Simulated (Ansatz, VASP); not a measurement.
## Two plane-wave programs on CoAu

```xyz
2
Lattice="-1.8911 -1.8911 -3.8580 -1.8911 -3.8580 -1.8911 -3.8580 -1.8911 -1.8911" Properties=species:S:1:pos:R:3 pbc="T T T"
Co   -3.8580   -1.8911   -1.8911
Au   -3.8201   -3.8201   -3.8201
```

Alike in both runs: functional PBE; k mesh 12 × 12 × 12; occupations gaussian, width 0.1 eV; collinear spin.

Ansatz relaxed the structure, and its values are those at the end. VASP's run is a single point on that final structure, the one shown.

```csv
,VASP,Ansatz
version,VASP 6.6.1,Ansatz 0.2.0
potentials or method,"VASP PAW PBE potentials, release 64 (Co, Au), cutoff 520 eV","scalar-relativistic, plane waves, PAW"
valence electrons in the cell,20,36
```

|  | VASP | Ansatz | Ansatz less VASP |
| --- | --- | --- | --- |
| gap on the k mesh at the Fermi level (eV) | none | none | - |
| pressure (GPa) | -0.2 | 0.1 | +0.31 |
| net moment per atom (μB) | 0.86 | 0.87 | +0.010 |
| size of the moment on the site where the two differ most (μB) | 1.79 | 1.83 | +0.039 |

Site moments also hang on the region over which each program counts them. A gap of «none» marks a metal or a gap that the smearing closes. With one functional, cell and mesh, what is left measures potentials, basis and numerics. VASP's potentials hold 20 valence electrons a cell and Ansatz's 36, so a difference there can come from the potentials and not from the codes.

Spin-orbit coupling is off throughout.
